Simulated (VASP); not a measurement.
The system is NaH.

```xyz
2
Lattice="0.0000 2.3975 2.3016 2.3975 0.0000 2.3016 2.3975 2.3975 0.0000" Properties=species:S:1:pos:R:3 pbc="T T T"
Na    0.0000    0.0000    0.0000
H     2.3975    2.3975    2.3016
```

This cell differs from its parent crystal: uniaxial z strain -4.0%.

Base run:

* Program: VASP 6.6.1
* Functional: PBE
* Potentials or basis: VASP PAW PBE potentials, release 64 (Na_pv, H)
* Cutoff: 520 eV
* k mesh: 6 × 6 × 6
* Occupations: gaussian, width 0.01 eV
* Spin: no spin polarisation

Its results: band gap on the k mesh 3.85 eV (least direct gap 4.76 eV); pressure 1.7 GPa.

The run is repeated on the same cell with these changes: functional from PBE to r2SCAN; k mesh from 6 × 6 × 6 to 10 × 10 × 10. What comes out?

Band gap on the k mesh 4.46 eV (least direct gap 5.35 eV); pressure 0.8 GPa.

Several settings changed at once.

Caveats: the PAW data sets were made with another functional, which shifts forces and pressure a little (at least some runs).

A k mesh can miss the band edges.
